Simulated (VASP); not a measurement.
# TiAl3 (Pm-3m) in VASP: further runs, part 2 of 2

VASP 6.6.1.

### Step 4. Single point, r2SCAN

This run uses another cell than the first one, of 15.35 Å³/atom.

POSCAR

```
TiAl3
1.0
    3.9450419875      0.0000000000      0.0000000000
    0.0000000000      3.9450419875      0.0000000000
    0.0000000000      0.0000000000      3.9450419875
Ti Al
1 3
Direct
    0.0000000000      0.0000000000      0.0000000000
    0.5000000000      0.5000000000      0.0000000000
    0.5000000000      0.0000000000      0.5000000000
    0.0000000000      0.5000000000      0.5000000000
```

INCAR.step1

```
SYSTEM = TiAl3
PREC = Accurate
ENCUT = 520
ISMEAR = 0
SIGMA = 0.1
LREAL = .FALSE.
LASPH = .TRUE.
NELM = 60
NBANDS = 18
GGA = PE
ALGO = Normal
EDIFF = 1E-4
LWAVE = .TRUE.
LCHARG = .FALSE.
```

INCAR.step2

```
SYSTEM = TiAl3
PREC = Accurate
ENCUT = 520
EDIFF = 1E-6
ISMEAR = 0
SIGMA = 0.1
LREAL = .FALSE.
LASPH = .TRUE.
NELM = 60
ALGO = Normal
ISIF = 2
LWAVE = .FALSE.
LCHARG = .FALSE.
METAGGA = R2SCAN
LMIXTAU = .TRUE.
NBANDS = 18
ISTART = 1
```

KPOINTS

```
Automatic mesh
0
G
  10 10 10
  0 0 0
```

Potentials or basis: VASP PAW PBE potentials, release 64 (Ti_sv, Al).

Launch:

```console
$ cat potpaw_PBE.64/Ti_sv/POTCAR potpaw_PBE.64/Al/POTCAR > POTCAR
$ cp INCAR.step1 INCAR
$ mpirun -np 1 vasp_std > vasp.out
$ cp INCAR.step2 INCAR
$ mpirun -np 1 vasp_std > vasp.out
```

OUTCAR:

```text
SYSTEM = TiAl3
   PREC = Accurate
   ENCUT = 520
   EDIFF = 1E-6
   ISMEAR = 0
   LREAL = .FALSE.
   LASPH = .TRUE.
   NELM = 60
   ISIF = 2
   METAGGA = R2SCAN
   ISTART = 1

 ion  position               nearest neighbor table
   1  0.000  0.000  0.000-   2 2.79   3 2.79   4 2.79   3 2.79   4 2.79   2 2.79   4 2.79   4 2.79
                             2 2.79   3 2.79   3 2.79   2 2.79
   2  0.500  0.500  0.000-   1 2.79   3 2.79   4 2.79   3 2.79   4 2.79   1 2.79   3 2.79   3 2.79
                             1 2.79   4 2.79   4 2.79   1 2.79
   3  0.500  0.000  0.500-   1 2.79   2 2.79   4 2.79   1 2.79   2 2.79   2 2.79   4 2.79   2 2.79
                             1 2.79   4 2.79   1 2.79   4 2.79
   4  0.000  0.500  0.500-   1 2.79   2 2.79   3 2.79   1 2.79   2 2.79   1 2.79   3 2.79   1 2.79
                             2 2.79   3 2.79   2 2.79   3 2.79

  LATTYP: Found a simple cubic cell.
 ALAT       =     3.9450419875

  Lattice vectors:

 A1 = (   3.9450419875,   0.0000000000,   0.0000000000)
 A2 = (   0.0000000000,   3.9450419875,   0.0000000000)
 A3 = (   0.0000000000,   0.0000000000,   3.9450419875)

[... 179 lines left out ...]
 E-fermi :   9.2785     XC(G=0): -11.6248

 val. band max:        9.2331406879   @ k =   0.4000   0.4000   0.1000
 cond. band min:       9.2827969391   @ k =   0.2000   0.1000   0.0000
 fundamental gap:      0.0496562513
 Fermi energy:         9.2785040134

 k-point     1 :       0.0000    0.0000    0.0000
  band No.  band energies     occupation
      1     -50.0593      2.00000
      2     -25.3280      2.00000
      3     -25.3279      2.00000
      4     -25.3279      2.00000
      5      -2.2891      2.00000
      6       6.0278      2.00000
[... 481 lines left out ...]
      5      -1.1812      2.00000
      6       2.7572      2.00000
[... 10 lines left out ...]
     17      13.7899      0.00000
     18      15.1507      0.00000

 [... further k-points ...]

------------------------ aborting loop because EDIFF is reached ----------------------------------------

  FORCE on cell =-STRESS in cart. coord.  units (eV):
  Direction    XX          YY          ZZ          XY          YZ          ZX
  --------------------------------------------------------------------------------------
  -------------------------------------------------------------------------------------
  Total        0.3239926      0.3239926      0.3239926     -0.0000000     -0.0000000      0.0000000
  in kB        8.4545558      8.4545558      8.4545558     -0.0000000     -0.0000000      0.0000000
  external PRESSURE =       8.4545558 kB  Pullay stress =       0.0000000 kB

 VOLUME and BASIS-vectors are now :
 -----------------------------------------------------------------------------
  energy-cutoff  :      520.00
  volume of cell :       61.40
      direct lattice vectors                 reciprocal lattice vectors
     3.945041987  0.000000000  0.000000000     0.253482727  0.000000000  0.000000000
     0.000000000  3.945041987  0.000000000     0.000000000  0.253482727  0.000000000
     0.000000000  0.000000000  3.945041987     0.000000000  0.000000000  0.253482727

 POSITION                                       TOTAL-FORCE (eV/Angst)
 -----------------------------------------------------------------------------------
      0.00000      0.00000      0.00000         0.000000      0.000000      0.000000
      1.97252      1.97252      0.00000         0.000000      0.000000      0.000000
      1.97252      0.00000      1.97252         0.000000      0.000000      0.000000
      0.00000      1.97252      1.97252         0.000000      0.000000      0.000000
 -----------------------------------------------------------------------------------
    total drift:                               -0.000000     -0.000000     -0.000000

  FREE ENERGIE OF THE ION-ELECTRON SYSTEM (eV)
  ---------------------------------------------------
  free  energy   TOTEN  =       -34.8216621312 eV

  energy  without entropy=      -34.8120805875  energy(sigma->0) =      -34.81687136
```

Wall time 4.9 min (1 thread of AMD EPYC 7R13, shared host); peak memory 0.18 GiB.

Results:

```
Free energy            : -34.8217 eV
Pressure               : 0.8 GPa
Band gap on the k mesh : zero (an odd number of electrons rules out a gap without spin polarisation)
```

Levels at points of the mesh, in eV from the Fermi level:
```
           k point  band 8  band 9  band 10  band 11  band 12  band 13
(0.00, 0.00, 0.00)   -2.42   -2.42    -2.42     0.11     0.11     0.11
(0.50, 0.00, 0.00)   -2.49   -2.34     0.39     0.66     0.66     0.89
(0.50, 0.50, 0.00)   -5.47   -1.41    -1.41     0.61     1.08     1.08
(0.50, 0.50, 0.50)   -5.45   -3.91    -3.91    -3.91     0.21     1.46
```

Caveat: the PAW data sets were made with another functional, which shifts forces and pressure a little.

### Step 5. Single point, r2SCAN

This run uses another cell than the first one, of 15.60 Å³/atom.

POSCAR

```
TiAl3
1.0
    3.9666146164      0.0000000000      0.0000000000
    0.0000000000      3.9666146164      0.0000000000
    0.0000000000      0.0000000000      3.9666146164
Ti Al
1 3
Direct
    0.0000000000      0.0000000000      0.0000000000
    0.5000000000      0.5000000000      0.0000000000
    0.5000000000      0.0000000000      0.5000000000
    0.0000000000      0.5000000000      0.5000000000
```

INCAR.step1

```
PREC = Accurate ; ENCUT = 520
ISMEAR = 0 ; SIGMA = 0.1
LREAL = F ; LASPH = T
NELM = 80 ; NBANDS = 18
GGA = PE ; ALGO = Normal
EDIFF = 1E-4 ; LWAVE = T
LCHARG = F
```

INCAR.step2

```
PREC = Accurate ; ENCUT = 520
EDIFF = 1E-7 ; ISMEAR = 0
SIGMA = 0.1 ; LREAL = F
LASPH = T ; NELM = 80
ALGO = Normal ; ISIF = 2
LWAVE = F ; LCHARG = F
METAGGA = R2SCAN ; LMIXTAU = T
NBANDS = 18 ; ISTART = 1
```

KPOINTS

```
regular mesh
0
Gamma
  10 10 10
```

Launch:

```console
$ cat potpaw_PBE.64/Ti_sv/POTCAR potpaw_PBE.64/Al/POTCAR > POTCAR
$ cp INCAR.step1 INCAR
$ mpirun -np 1 vasp_std > vasp.out
$ cp INCAR.step2 INCAR
$ mpirun -np 1 vasp_std > vasp.out
```

Wall time 5.2 min (1 thread of AMD EPYC 7R13, shared host); peak memory 0.18 GiB.

Results (log left out):

```
Free energy            : -34.8210 eV
Pressure               : -1.1 GPa
Band gap on the k mesh : zero (an odd number of electrons rules out a gap without spin polarisation)
```

Levels at points of the mesh, in eV from the Fermi level:
```tsv
k point	band 6	band 7	band 8	band 9	band 10	band 11	band 12	band 13	band 14	band 15
(0.00, 0.00, 0.00)	-3.21	-3.21	-2.41	-2.41	-2.41	0.11	0.11	0.11	0.64	4.46
(0.50, 0.00, 0.00)	-8.49	-2.46	-2.46	-2.29	0.38	0.65	0.65	0.90	1.15	1.62
(0.50, 0.50, 0.00)	-6.53	-6.53	-5.41	-1.38	-1.38	0.61	1.05	1.08	1.37	3.73
(0.50, 0.50, 0.50)	-5.41	-5.41	-5.40	-3.88	-3.88	-3.88	0.19	1.43	1.43	2.90
```

Caveat: the PAW data sets were made with another functional, which shifts forces and pressure a little.

### Step 6. Summary

| cell | gap on the mesh (eV) | pressure (GPa) |
| --- | --- | --- |
| a = 3.843 Å, 4 atoms | none | 11.8 |
| a = 3.913 Å, 4 atoms | none | 3.9 |
| a = 3.945 Å, 4 atoms | none | 0.8 |
| a = 3.967 Å, 4 atoms | none | -1.1 |

Alike in all rows: task single point; level r2SCAN; potentials or basis VASP PAW PBE potentials, release 64 (Ti_sv, Al); no spin polarisation; k mesh 10 × 10 × 10; cutoff (eV) 520; smearing gaussian 0.1 eV.

Caveats: the PAW data sets were made with another functional, which shifts forces and pressure a little; the cell stands under pressure (at least some runs).

Absolute energies hang on the potentials; compare differences alone.
